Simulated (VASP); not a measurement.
Here is a VASP 6.6.1 calculation.

INCAR

```
SYSTEM = AlRu
PREC     = Accurate       ! precision mode
ENCUT    = 520            ! plane-wave cutoff, eV
EDIFF    = 1E-6           ! SCF threshold, eV
ISMEAR   = 0              ! smearing method
SIGMA    = 0.15           ! smearing width, eV
LREAL    = .False.        ! projectors in reciprocal space
LASPH    = .True.         ! aspherical terms in the spheres
NELM     = 60             ! most SCF steps
ALGO     = Fast           ! electronic algorithm
ISIF     = 2              ! what is computed and relaxed
LWAVE    = .False.        ! write WAVECAR
LCHARG   = .False.        ! write CHGCAR
GGA      = PE             ! functional
NBANDS   = 16             ! bands
```

File KPOINTS:

```
Automatic mesh
0
Gamma
  20 20 20
  0 0 0
```

The input POSCAR:

```
AlRu
1.0
    3.0040847246      0.0000000000      0.0000000000
    0.0000000000      3.0040847246      0.0000000000
    0.0000000000      0.0000000000      3.0040847246
Al Ru
1 1
Direct
   -0.1059217967     -0.1059217967     -0.1497960415
    0.5000000000      0.5000000000      0.5000000000
```

Potentials or basis: VASP PAW PBE potentials, release 64 (Al, Ru_pv).

The run is started by

```sh
$ cat potpaw_PBE.64/Al/POTCAR potpaw_PBE.64/Ru_pv/POTCAR > POTCAR
$ mpirun -np 1 vasp_std > vasp.out
```

(1) What does it give for the largest force?

(2) Estimate the pressure.

Answers

(1) 9.496 eV/Å.

(2) 34.9 GPa.

Caveat: the cell differs from its parent crystal (atom 1 (Al) moved by (-0.450, -0.450) A along [1 1 0] and z); forces of over 1 eV/Å act on the atoms, so gaps and moduli don't describe the material at rest.
